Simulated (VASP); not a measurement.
# Pt in VASP: a series of runs

Runs on Pt. Level: PBE. Tasks: single point.

Everything below comes from runs of VASP 6.6.1. Logs are shortened: lines on timing, memory, paths and dates and some standing lists are left out, and cuts for length are marked.

### 1 The cell of the first run

It takes space group P6_3/mmc (No. 194, hexagonal). The conventional cell has a = 2.896 Å, b = 2.896 Å, c = 4.781 Å, α = 90.00°, β = 90.00°, γ = 120.00°. Pt (site symmetry -6m2) has 12 Pt at 2.90 to 2.92 Å within 3.8 Å.

### 2 Single point, PBE (normal strain along x +0.0500, normal strain along y +0.0500)

INCAR reads:

```
ALGO = Normal
EDIFF = 1E-6
ENCUT = 520
GGA = PE
ISIF = 2
ISMEAR = 0
LASPH = True
LCHARG = False
LREAL = False
LWAVE = False
NBANDS = 17
NELM = 60
PREC = Accurate
SIGMA = 0.15
```

KPOINTS reads:

```
k-points
0
Gamma
  18 18 10
```

POSCAR reads:

```
Pt
1.0
    2.8964665954      0.0000000000      0.0000000000
   -1.4482332978      2.5084136529      0.0000000000
    0.0000000000      0.0000000000      4.7813829983
Pt
2
Direct
    0.6666666667      0.3333333333      0.7500000000
    0.3333333333      0.6666666667      0.2500000000
```

Potentials or basis: VASP PAW PBE potentials, release 64 (Pt).

The run is started by

```
$ cat potpaw_PBE.64/Pt/POTCAR > POTCAR
$ mpirun -np 1 vasp_std > vasp.out
```

OUTCAR:

```text
EDIFF = 1E-6
   ENCUT = 520
   GGA = PE
   ISIF = 2
   ISMEAR = 0
   LASPH = True
   LREAL = False
   NELM = 60
   PREC = Accurate

 ion  position               nearest neighbor table
   1  0.667  0.333  0.750-   2 2.92   2 2.92   2 2.92   2 2.92   2 2.92   2 2.92
   2  0.333  0.667  0.250-   1 2.92   1 2.92   1 2.92   1 2.92   1 2.92   1 2.92

  LATTYP: Found a hexagonal cell.
 ALAT       =     2.8964665954
 C/A-ratio  =     1.6507640744

  Lattice vectors:

 A1 = (   2.8964665954,   0.0000000000,   0.0000000000)
 A2 = (  -1.4482332978,   2.5084136529,   0.0000000000)
 A3 = (   0.0000000000,   0.0000000000,   4.7813829983)

Analysis of symmetry for initial positions (statically):
=====================================================================
 Subroutine PRICEL returns:
 Original cell was already a primitive cell.

 Routine SETGRP: Setting up the symmetry group for a
 hexagonal supercell.

 Subroutine GETGRP returns: Found 24 space group operations
 (whereof 12 operations were pure point group operations)
 out of a pool of 24 trial point group operations.

The static configuration has the point symmetry D_3d.
 The point group associated with its full space group is D_6h.

Analysis of symmetry for dynamics (positions and initial velocities):
=====================================================================
 Subroutine PRICEL returns:
 Original cell was already a primitive cell.

 Routine SETGRP: Setting up the symmetry group for a
 hexagonal supercell.

 Subroutine GETGRP returns: Found 24 space group operations
 (whereof 12 operations were pure point group operations)
 out of a pool of 24 trial point group operations.

The dynamic configuration has the point symmetry D_3d.
 The point group associated with its full space group is D_6h.

 Subroutine INISYM returns: Found 24 space group operations
 (whereof 12 operations are pure point group operations),
 and found     1 'primitive' translations

----------------------------------------------------------------------------------------

                                     Primitive cell

  volume of cell :      34.7393

  direct lattice vectors                    reciprocal lattice vectors
     2.896466595  0.000000000  0.000000000     0.345248242  0.199329165  0.000000000
    -1.448233298  2.508413653  0.000000000     0.000000000  0.398658331  0.000000000
     0.000000000  0.000000000  4.781382998     0.000000000  0.000000000  0.209144509

  length of vectors
     2.896466595  2.896466596  4.781382998     0.398658331  0.398658331  0.209144509

  position of ions in fractional coordinates (direct lattice)
     0.666666667  0.333333333  0.750000000
     0.333333333  0.666666667  0.250000000

  ion indices of the primitive-cell ions
   primitive index   ion index
                 1           1
                 2           2

----------------------------------------------------------------------------------------

 KPOINTS: k-points

Automatic generation of k-mesh.
 Grid dimensions read from file:
 generate k-points for:   18   18   10

 Generating k-lattice:

  Cartesian coordinates                     Fractional coordinates (reciprocal lattice)
     0.019180458  0.011073843  0.000000000     0.055555556  0.000000000  0.000000000
     0.000000000  0.022147685  0.000000000     0.000000000  0.055555556  0.000000000
     0.000000000  0.000000000  0.020914451     0.000000000  0.000000000  0.100000000

  Length of vectors
     0.022147685  0.022147685  0.020914451

  Shift w.r.t. Gamma in fractional coordinates (k-lattice)
     0.000000000  0.000000000  0.000000000

 Subroutine IBZKPT returns following result:
 ===========================================

 Found    222 irreducible k-points:

 Following reciprocal coordinates:
            Coordinates               Weight
  0.000000  0.000000  0.000000      1.000000
  0.055556  0.000000  0.000000      6.000000
  0.111111  0.000000  0.000000      6.000000
  0.166667 -0.000000  0.000000      6.000000
  0.222222  0.000000  0.000000      6.000000
  0.277778  0.000000  0.000000      6.000000
[... 16 lines left out ...]
  0.333333  0.111111  0.000000     12.000000
  0.388889  0.111111  0.000000     12.000000
 [... further k-points ...]
   k-points           NKPTS =    222   k-points in BZ     NKDIM =    222   number of bands    NBANDS=     17
   number of dos      NEDOS =    301   number of ions     NIONS =      2
   total plane-waves  NPLWV =  20736
   dimension x,y,z NGX =    24 NGY =   24 NGZ =   36
   dimension x,y,z NGXF=    48 NGYF=   48 NGZF=   72
   ions per type =               2
   NGX,Y,Z   is equivalent  to a cutoff of  13.78, 13.78, 12.52 a.u.
   NGXF,Y,Z  is equivalent  to a cutoff of  27.55, 27.55, 25.03 a.u.
 SYSTEM =  unknown system
   PREC   = accura    normal or accurate (medium, high low for compatibility)
   ISTART =      0    job   : 0-new  1-cont  2-samecut
   ICHARG =      2    charge: 1-file 2-atom 10-const
   ISPIN  =      1    spin polarized calculation?
   LNONCOLLINEAR =      F non collinear calculations
   LSORBIT =      F    spin-orbit coupling
   LASPH  =      T    aspherical Exc in radial PAW
   ENCUT  =  520.0 eV  38.22 Ry    6.18 a.u.   5.39  5.39  8.89*2*pi/ulx,y,z
   NELM   =     60;   NELMIN=  2; NELMDL= -5     # of ELM steps
   EDIFF  = 0.1E-05   stopping-criterion for ELM
   LREAL  =      F    real-space projection
   EDIFFG = 0.1E-04   stopping-criterion for IOM
   NSW    =      0    number of steps for IOM
   IBRION =     -1    ionic relax: 0-MD 1-quasi-New 2-CG
   NFREE  =      0    steps in history (QN), initial steepest desc. (CG)
   ISIF   =      2    stress and relaxation
   ISYM   =      2    0-nonsym 1-usesym 2-fastsym
   POTIM  = 0.5000    time-step for ionic-motion
   TEBEG  =    0.0;   TEEND  =   0.0 temperature during run
   PSTRESS=    0.0 pullay stress
   NELECT =      20.0000    total number of electrons
   NUPDOWN=      -1.0000    fix difference up-down
   EMIN   =  10.00;   EMAX   =-10.00  energy-range for DOS
   EFERMI =   0.00;   METHOD = LEGACY
   ISMEAR =     0;   SIGMA  =   0.15  broadening in eV -4-tet -1-fermi 0-gaus
   EFERMI_NEDOS =   21; number of points for ismear=-14 and -15
   IALGO  =     38    algorithm
   IMIX   =      4    mixing-type and parameters
     AMIX     =   0.40;   BMIX     =  1.00
     AMIX_MAG =   1.60;   BMIX_MAG =  1.00
  volume/ion in A,a.u.               =      17.37       117.22
  Fermi-wavevector in a.u.,A,eV,Ry     =   1.361898  2.573613 25.235607  1.854765
  Thomas-Fermi vector in A             =   2.488434
   LORBIT       =      0    0 simple, 1 ext, 2 COOP (PROOUT), +10 PAW based schemes
   GGA     = PE    functional components
   LHFCALC =     F    Hartree Fock is set to
   AEXX    =    0.0000 exact exchange contribution
   IVDW    =     0    specifies the selected vdW correction
   LEPSILON=     F    determine dielectric tensor
   LRPA    =     F    only Hartree local field effects (RPA)
 non-spin polarized calculation
 Gauss-broadening in eV      SIGMA  =   0.15
  energy-cutoff  :      520.00
  volume of cell :       34.74
 maximum number of plane-waves:       966
 NGX is ok and might be reduce to    24
   NGX = 11   NGY = 11   NGZ = 17

 number of electron      20.0000004 magnetization

 Free energy of the ion-electron system (eV)
  ---------------------------------------------------
  ext. energy  EPLUGINS =         0.00000000
  ---------------------------------------------------
  free energy    TOTEN  =       -11.86777917 eV

  energy without entropy =      -11.80838332  energy(sigma->0) =      -11.83808124

 E-fermi :   8.7412     XC(G=0): -12.6526

 val. band max:        8.7409594067   @ k =   0.3889   0.2222   0.4000
 cond. band min:       8.7427013924   @ k =   0.2778   0.1667   0.2000
 fundamental gap:      0.0017419857
 Fermi energy:         8.7411835669

 k-point     1 :       0.0000    0.0000    0.0000
  band No.  band energies     occupation
      1       0.0274      2.00000
      2       2.7502      2.00000
      3       5.6811      2.00000
      4       5.8516      2.00000
      5       5.8516      2.00000
      6       6.2279      2.00000
[... 9 lines left out ...]
     16      26.0135      0.00000
     17      28.0070      0.00000

 k-point     2 :       0.0556    0.0000    0.0000
  band No.  band energies     occupation
      1       0.1251      2.00000
      2       2.8344      2.00000
      3       5.5912      2.00000
      4       5.9214      2.00000
      5       5.9299      2.00000
      6       6.1868      2.00000
[... 9 lines left out ...]
     16      26.0197      0.00000
     17      27.4631      0.00000

 k-point     3 :       0.1111    0.0000    0.0000
  band No.  band energies     occupation
      1       0.4119      2.00000
      2       3.0719      2.00000
      3       5.4167      2.00000
      4       6.0147      2.00000
      5       6.1273      2.00000
      6       6.1533      2.00000
[... 9 lines left out ...]
     16      25.6699      0.00000
     17      26.3696      0.00000

 k-point     4 :       0.1667   -0.0000    0.0000
  band No.  band energies     occupation
      1       0.8679      2.00000
      2       3.4059      2.00000
      3       5.2348      2.00000
      4       5.8747      2.00000
      5       5.9350      2.00000
      6       6.3890      2.00000
[... 9 lines left out ...]
     16      25.5717      0.00000
     17      25.9735      0.00000
[... 343 lines left out ...]
      1       2.9286      2.00000
      2       3.9162      2.00000
      3       4.4202      2.00000
      4       5.2127      2.00000
      5       5.7854      2.00000
      6       5.9524      2.00000
[... 9 lines left out ...]
     16      23.3697      0.00000
     17      23.6002      0.00000

 k-point    23 :       0.3333    0.1111    0.0000
  band No.  band energies     occupation
      1       3.3169      2.00000
      2       3.7606      2.00000
      3       4.1537      2.00000
      4       5.5549      2.00000
      5       5.7265      2.00000
      6       6.2158      2.00000
[... 9 lines left out ...]
     16      21.4924      0.00000
     17      22.8928      0.00000

 k-point    24 :       0.3889    0.1111    0.0000
  band No.  band energies     occupation
      1       3.4952      2.00000
      2       3.6469      2.00000
      3       3.9913      2.00000
      4       5.7136      2.00000
      5       5.9216      2.00000
      6       6.0737      2.00000
[... 9 lines left out ...]
     16      20.0938      0.00000
     17      22.2722      0.00000

 [... further k-points ...]

------------------------ aborting loop because EDIFF is reached ----------------------------------------

  FORCE on cell =-STRESS in cart. coord.  units (eV):
  Direction    XX          YY          ZZ          XY          YZ          ZX
  --------------------------------------------------------------------------------------
  -------------------------------------------------------------------------------------
  Total       -4.4008630     -4.4008630     -3.2587386      0.0000000      0.0000000      0.0000000
  in kB     -202.9678344   -202.9678344   -150.2930476      0.0000000      0.0000000      0.0000000
  external PRESSURE =    -185.4095721 kB  Pullay stress =       0.0000000 kB

 VOLUME and BASIS-vectors are now :
 -----------------------------------------------------------------------------
  energy-cutoff  :      520.00
  volume of cell :       34.74
      direct lattice vectors                 reciprocal lattice vectors
     2.896466595  0.000000000  0.000000000     0.345248242  0.199329165  0.000000000
    -1.448233298  2.508413653  0.000000000     0.000000000  0.398658331  0.000000000
     0.000000000  0.000000000  4.781382998     0.000000000  0.000000000  0.209144509

 POSITION                                       TOTAL-FORCE (eV/Angst)
 -----------------------------------------------------------------------------------
      1.44823      0.83614      3.58604        -0.000000     -0.000000      0.000000
     -0.00000      1.67228      1.19535         0.000000      0.000000      0.000000
 -----------------------------------------------------------------------------------
    total drift:                               -0.000000      0.000000     -0.000000

  FREE ENERGIE OF THE ION-ELECTRON SYSTEM (eV)
  ---------------------------------------------------
  free  energy   TOTEN  =       -11.8677791693 eV

  energy  without entropy=      -11.8083833173  energy(sigma->0) =      -11.83808124
```

Run time: 52 s. Hardware: 1 thread of Intel Xeon Platinum 8259CL at 2.50GHz (Skylake/Cascade Lake), shared host; peak memory 0.24 GiB.

What came out:

| Quantity | Value |
| --- | --- |
| Free energy | -11.8678 eV |
| Pressure | -18.5 GPa |
| Band gap on the k mesh | zero (band 10 reaches 9.01 eV, above the bottom of band 11 at 8.01 eV) |

Stress tensor (GPa, compression positive):
```
-20.30   0.00   0.00
  0.00 -20.30   0.00
  0.00   0.00 -15.03
```

Levels at points of the mesh, in eV from the Fermi level:
```
           k point  band 7  band 8  band 9  band 10  band 11  band 12  band 13  band 14
(0.00, 0.00, 0.00)   -2.51   -1.83   -1.83    -0.22    -0.22     0.03     4.69    14.95
(0.50, 0.00, 0.00)   -2.31    0.04    0.11     0.26     1.99     3.19     7.06     8.70
(0.00, 0.00, 0.50)   -2.95   -2.95   -0.73    -0.73    -0.73    -0.73    12.29    12.29
(0.50, 0.00, 0.50)   -0.66   -0.66    0.17     0.17     1.73     1.73     5.61     5.61
```

Caveat: the cell differs from its parent crystal (normal strain along x +0.0500, normal strain along y +0.0500); spin-orbit coupling is left out, which moves the levels of the heavy elements.

(Continued in part 2 of 2.)
